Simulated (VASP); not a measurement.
Wanted: the native input for a VASP 6.6.1 run.

```yaml
Task: single point
Functional: LDA
Potentials_or_basis: VASP PAW LDA potentials, release 64 (Ta_pv)
Cutoff: 520 eV
k_mesh: 14 × 14 × 14
Occupations: methfessel-paxton, width 1 eV
Spin: no spin polarisation
Dipole_correction: no
Further_INCAR_settings: ALGO = Normal; EDIFF = 1e-06; NBANDS = 12
```

The structure of Ta lies in POSCAR:

```
Ta
1.0
   -1.6276710318      1.6276710318      1.6276710318
    1.6276710318     -1.6276710318      1.6276710318
    1.6276710318      1.6276710318     -1.6276710318
Ta
1
Direct
    0.0000000000      0.0000000000      0.0000000000
```

The input as run:

INCAR

```
PREC = Accurate
ENCUT = 520
EDIFF = 1E-6
ISMEAR = 1
SIGMA = 1.0
LREAL = F
LASPH = T
NELM = 80
ALGO = Normal
ISIF = 2
LWAVE = F
LCHARG = T
GGA = CA
LELF = T
LVHAR = T
NBANDS = 12
```

KPOINTS

```
regular mesh
0
Gamma
  14 14 14
```

Potentials or basis: VASP PAW LDA potentials, release 64 (Ta_pv).

Run with:

```bash
$ cat potpaw_LDA.64/Ta_pv/POTCAR > POTCAR
$ mpirun -np 1 vasp_std > vasp.out
```

Results of the run:

| Quantity | Value |
| --- | --- |
| Pressure | 0.5 GPa |

Run time: 12 s on 1 thread of Intel Xeon 6975P-C, with other jobs on the host, peak memory 0.14 GiB.
